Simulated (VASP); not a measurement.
# BAs in VASP: notebook

The runs below take BAs through single point, with PBE.

Program: VASP 6.6.1. These are calculated values, not measurements. Logs are shortened: lines on timing, memory, paths and dates and some standing lists are left out, and cuts for length are marked.

## (1) The cell of the first run

The cell holds a sheet with vacuum, 2 atoms: a = 3.380 Å, b = 3.380 Å, c = 14.000 Å, α = 90.00°, β = 90.00°, γ = 120.00°.

## (2) Single point, PBE

Contents of INCAR:

```
PREC     = Accurate       # precision mode
ENCUT    = 420            # plane-wave cutoff, eV
EDIFF    = 1E-6           # SCF threshold, eV
ISMEAR   = 0              # smearing method
SIGMA    = 0.03           # smearing width, eV
LREAL    = F              # projectors in reciprocal space
LASPH    = T              # aspherical terms in the spheres
NELM     = 120            # most SCF steps
ALGO     = Normal         # electronic algorithm
ISIF     = 2              # what is computed and relaxed
LWAVE    = F              # write WAVECAR
LCHARG   = F              # write CHGCAR
LDIPOL   = T            
IDIPOL   = 3            
DIPOL    = 0.5 0.5 0.500
GGA      = PE             # functional
NBANDS   = 11             # bands
GGA_COMPAT= F            
NELMDL   = -8
```

Contents of KPOINTS:

```
regular mesh
0
Gamma
  12 12 1
```

Contents of POSCAR:

```
BAs
1.0
    3.3800000000      0.0000000000      0.0000000000
   -1.6900000000      2.9271658648      0.0000000000
    0.0000000000      0.0000000000     14.0000000000
B As
1 1
Direct
    0.3333330000      0.6666670000      0.5000000000
    0.6666670000      0.3333330000      0.5000000000
```

Potentials or basis: VASP PAW PBE potentials, release 64 (B, As).

On the command line:

```
> cat potpaw_PBE.64/B/POTCAR potpaw_PBE.64/As/POTCAR > POTCAR
> mpirun -np 1 vasp_std > vasp.out
```

OUTCAR:

```text
PREC = Accurate
   ENCUT = 420
   EDIFF = 1E-6
   ISMEAR = 0
   LREAL = F
   LASPH = T
   NELM = 120
   ISIF = 2
   GGA = PE
   NELMDL = -8

 ion  position               nearest neighbor table
   1  0.333  0.667  0.500-   2 1.95   2 1.95   2 1.95
   2  0.667  0.333  0.500-   1 1.95   1 1.95   1 1.95

  LATTYP: Found a hexagonal cell.
 ALAT       =     3.3800000000
 C/A-ratio  =     4.1420118343

  Lattice vectors:

 A1 = (   3.3800000000,   0.0000000000,   0.0000000000)
 A2 = (  -1.6900000000,   2.9271658648,   0.0000000000)
 A3 = (   0.0000000000,   0.0000000000,  14.0000000000)

Analysis of symmetry for initial positions (statically):
=====================================================================
 Subroutine PRICEL returns:
 Original cell was already a primitive cell.

 Routine SETGRP: Setting up the symmetry group for a
 hexagonal supercell.

 Subroutine GETGRP returns: Found 12 space group operations
 (whereof 12 operations were pure point group operations)
 out of a pool of 24 trial point group operations.

The static configuration has the point symmetry D_3h.

Analysis of symmetry for dynamics (positions and initial velocities):
=====================================================================
 Subroutine PRICEL returns:
 Original cell was already a primitive cell.

 Routine SETGRP: Setting up the symmetry group for a
 hexagonal supercell.

 Subroutine GETGRP returns: Found 12 space group operations
 (whereof 12 operations were pure point group operations)
 out of a pool of 24 trial point group operations.

The dynamic configuration has the point symmetry D_3h.

 Subroutine INISYM returns: Found 12 space group operations
 (whereof 12 operations are pure point group operations),
 and found     1 'primitive' translations

----------------------------------------------------------------------------------------

                                     Primitive cell

  volume of cell :     138.5135

  direct lattice vectors                    reciprocal lattice vectors
     3.380000000  0.000000000  0.000000000     0.295857988  0.170813689  0.000000000
    -1.690000000  2.927165865  0.000000000     0.000000000  0.341627378  0.000000000
     0.000000000  0.000000000 14.000000000     0.000000000  0.000000000  0.071428571

  length of vectors
     3.380000000  3.380000000 14.000000000     0.341627378  0.341627378  0.071428571

  position of ions in fractional coordinates (direct lattice)
     0.333333000  0.666667000  0.500000000
     0.666667000  0.333333000  0.500000000

  ion indices of the primitive-cell ions
   primitive index   ion index
                 1           1
[... 85 lines left out ...]
   IMIX   =      4    mixing-type and parameters
     AMIX     =   0.40;   BMIX     =  1.00
     AMIX_MAG =   1.60;   BMIX_MAG =  1.00
  volume/ion in A,a.u.               =      69.26       467.37
  Fermi-wavevector in a.u.,A,eV,Ry     =   0.632811  1.195840  5.448453  0.400450
  Thomas-Fermi vector in A             =   1.696254
   LORBIT       =      0    0 simple, 1 ext, 2 COOP (PROOUT), +10 PAW based schemes
   GGA     = PE    functional components
   LHFCALC =     F    Hartree Fock is set to
   AEXX    =    0.0000 exact exchange contribution
   IVDW    =     0    specifies the selected vdW correction
   LEPSILON=     F    determine dielectric tensor
   LRPA    =     F    only Hartree local field effects (RPA)
 non-spin polarized calculation
 Gauss-broadening in eV      SIGMA  =   0.03
  energy-cutoff  :      420.00
  volume of cell :      138.51
 maximum number of plane-waves:      2725
 NGX is ok and might be reduce to    24
   NGX = 11   NGY = 11   NGZ = 47

 dipolmoment           0.000000      0.000000     -0.000000 electrons x Angstroem

 number of electron       8.0000000 magnetization

 dipolmoment           0.000000      0.000000      0.000000 electrons x Angstroem

 Free energy of the ion-electron system (eV)
  ---------------------------------------------------
  ext. energy  EPLUGINS =         0.00000000
  ---------------------------------------------------
  free energy    TOTEN  =       -10.64199873 eV

  energy without entropy =      -10.64199873  energy(sigma->0) =      -10.64199873

 E-fermi :  -2.6599     XC(G=0):  -3.0658

 val. band max:       -2.7936696522   @ k =   0.3333   0.3333   0.0000
 cond. band min:      -2.0473237134   @ k =   0.3333   0.3333   0.0000
 fundamental gap:      0.7463459388
 Fermi energy:        -2.6599415440

 k-point     1 :       0.0000    0.0000    0.0000
  band No.  band energies     occupation
      1     -16.6290      2.00000
      2      -6.7330      2.00000
      3      -4.3205      2.00000
      4      -4.3204      2.00000
      5       0.7950      0.00000
      6       1.0432      0.00000
      7       2.0161      0.00000
      8       2.0307      0.00000
      9       2.0308      0.00000
     10       2.6093      0.00000
     11       4.5811      0.00000
[... 239 lines left out ...]
 k-point    19 :       0.3333    0.3333    0.0000
  band No.  band energies     occupation
      1     -13.7185      2.00000
      2     -10.7001      2.00000
      3      -8.7947      2.00000
      4      -2.7937      2.00000
      5      -2.0473      0.00000
      6       3.6040      0.00000
      7       3.8186      0.00000
      8       5.6672      0.00000
      9       6.3436      0.00000
     10       6.6954      0.00000
     11       7.1094      0.00000

------------------------ aborting loop because EDIFF is reached ----------------------------------------

 vacuum level on the upper side and lower side of the slab       (xc-potential included)        -0.089        -0.089

  FORCE on cell =-STRESS in cart. coord.  units (eV):
  Direction    XX          YY          ZZ          XY          YZ          ZX
  --------------------------------------------------------------------------------------
  -------------------------------------------------------------------------------------
  Total        0.3191727      0.3191727     -0.0056938      0.0000000      0.0000000     -0.0000000
  in kB        3.6918517      3.6918517     -0.0658593      0.0000000      0.0000000     -0.0000000
  external PRESSURE =       2.4392813 kB  Pullay stress =       0.0000000 kB

 VOLUME and BASIS-vectors are now :
 -----------------------------------------------------------------------------
  energy-cutoff  :      420.00
  volume of cell :      138.51
      direct lattice vectors                 reciprocal lattice vectors
     3.380000000  0.000000000  0.000000000     0.295857988  0.170813689  0.000000000
    -1.690000000  2.927165865  0.000000000     0.000000000  0.341627378  0.000000000
     0.000000000  0.000000000 14.000000000     0.000000000  0.000000000  0.071428571

 POSITION                                       TOTAL-FORCE (eV/Angst)
 -----------------------------------------------------------------------------------
     -0.00000      1.95144      7.00000         0.000000     -0.000000      0.000000
      1.69000      0.97572      7.00000         0.000000      0.000000      0.000000
 -----------------------------------------------------------------------------------
    total drift:                               -0.000128      0.000074      0.000000

  FREE ENERGIE OF THE ION-ELECTRON SYSTEM (eV)
  ---------------------------------------------------
  free  energy   TOTEN  =       -10.6419987302 eV

  energy  without entropy=      -10.6419987302  energy(sigma->0) =      -10.64199873

 vacuum level on the upper side and lower side of the slab         2.043         2.043
```

OSZICAR:

```text
N       E                     dE             d eps       ncg     rms          rms(c)
DAV:   1     0.378540764948E+02    0.37854E+02   -0.23566E+03   418   0.416E+02
DAV:   2    -0.769108033355E+01   -0.45545E+02   -0.41067E+02   558   0.880E+01
DAV:   3    -0.112844856477E+02   -0.35934E+01   -0.35794E+01   544   0.306E+01
[... 15 lines left out ...]
DAV:  19    -0.106419752968E+02   -0.15962E-04   -0.14546E-06   515   0.519E-03    0.595E-03
DAV:  20    -0.106419936660E+02   -0.18369E-04   -0.19031E-06   435   0.480E-03    0.542E-04
DAV:  21    -0.106419975283E+02   -0.38623E-05   -0.21450E-07   466   0.159E-03    0.150E-03
DAV:  22    -0.106419986299E+02   -0.11017E-05   -0.59313E-08   432   0.717E-04    0.362E-04
DAV:  23    -0.106419987302E+02   -0.10032E-06   -0.28038E-09   476   0.172E-04
   1 F= -.10641999E+02 E0= -.10641999E+02  d E =-.551674E-12
```

stdout:

```text
POSCAR found type information on POSCAR B As
 POSCAR found :  2 types and       2 ions
 scaLAPACK will be used
 LDA part: xc-table for (Slater+PW92), standard interpolation
 POSCAR, INCAR and KPOINTS ok, starting setup
 FFT: planning ... GRIDC
 FFT: planning ... GRID_SOFT
 FFT: planning ... GRID
 WAVECAR not read
 entering main loop
```

Wall time 49 s (1 thread of AMD EPYC 7R43 (Zen 3), shared host); peak memory 0.19 GiB.

Results:

```yaml
Free_energy: -10.6420 eV
Band_gap_on_the_k_mesh: 0.75 eV
```

Levels at points of the mesh, in eV from the valence-band top:
```
           k point  band 1  band 2  band 3  band 4  band 5  band 6  band 7  band 8
(0.00, 0.00, 0.00)  -13.84   -3.94   -1.53   -1.53    3.59    3.84    4.81    4.82
(0.50, 0.00, 0.00)  -11.43   -8.23   -3.59   -1.05    1.44    2.50    7.47    8.06
```

## (3) Single point, PBE

This run uses another cell than the first one.

Contents of INCAR:

```
SYSTEM = BAs
PREC = Accurate
ENCUT = 420
EDIFF = 1E-6
ISMEAR = 0
SIGMA = 0.03
LREAL = .FALSE.
LASPH = .TRUE.
NELM = 120
ALGO = Normal
ISIF = 2
LWAVE = .FALSE.
LCHARG = .FALSE.
LDIPOL = .TRUE.
IDIPOL = 3
DIPOL = 0.5 0.5 0.294
GGA = PE
NBANDS = 11
GGA_COMPAT = .FALSE.
NELMDL = -8
```

Contents of KPOINTS:

```
regular mesh
0
G
  12 12 1
  0 0 0
```

Contents of POSCAR:

```
BAs
1.0
    3.3842336254      0.0000000000      0.0000000000
   -1.6921168127      2.9308322920      0.0000000000
    0.0000000000      0.0000000000     23.8000000000
B As
1 1
Direct
    0.3333333333      0.6666666667      0.2941176471
    0.6666666667      0.3333333333      0.2941176471
```

Potentials or basis: VASP PAW PBE potentials, release 64 (B, As).

On the command line:

```
> cat potpaw_PBE.64/B/POTCAR potpaw_PBE.64/As/POTCAR > POTCAR
> mpirun -np 1 vasp_std > vasp.out
```

Run time: 78 s. Hardware: 1 thread of AMD EPYC 7R43 (Zen 3), shared host; peak memory 0.25 GiB.

It converged, with:

| Item | Value |
| --- | --- |
| Free energy | -10.6428 eV |
| Band gap on the k mesh | 0.75 eV |

Levels at points of the mesh, in eV from the valence-band top:
```
           k point  band 1  band 2  band 3  band 4  band 5  band 6  band 7  band 8
(0.00, 0.00, 0.00)  -13.82   -3.92   -1.53   -1.53    3.60    3.81    4.64    4.81
(0.50, 0.00, 0.00)  -11.42   -8.21   -3.59   -1.04    1.44    2.49    7.47    8.08
```
